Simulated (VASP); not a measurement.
Input of a VASP 6.6.1 run:

Contents of INCAR:

```
PREC = Accurate ; ENCUT = 600
EDIFF = 1E-6 ; ISMEAR = -1
SIGMA = 0.1 ; LREAL = False
LASPH = True ; NELM = 80
ALGO = Normal ; ISIF = 3
LWAVE = False ; LCHARG = False
GGA = CA ; IBRION = 2
NSW = 80 ; EDIFFG = -0.01
```

Contents of KPOINTS:

```
Automatic mesh
0
Gamma
  9 9 9
```

Contents of POSCAR:

```
Ba
1.0
    0.0000000000      3.1498026247      3.1498026247
    3.1498026247      0.0000000000      3.1498026247
    3.1498026247      3.1498026247      0.0000000000
Ba
1
Direct
    0.0000000000      0.0000000000      0.0000000000
```

Potentials or basis: VASP PAW LDA potentials, release 64 (Ba_sv).

The run is started by

```sh
$ cat potpaw_LDA.64/Ba_sv/POTCAR > POTCAR
$ mpirun -np 1 vasp_std > vasp.out
```

(1) What does it give for the space group after relaxing (to 0.1 Å)?

(2) What does it give for the relaxed volume?

## Answers

(1) Fm-3m (No. 225).

(2) 53.98 Å³/atom.
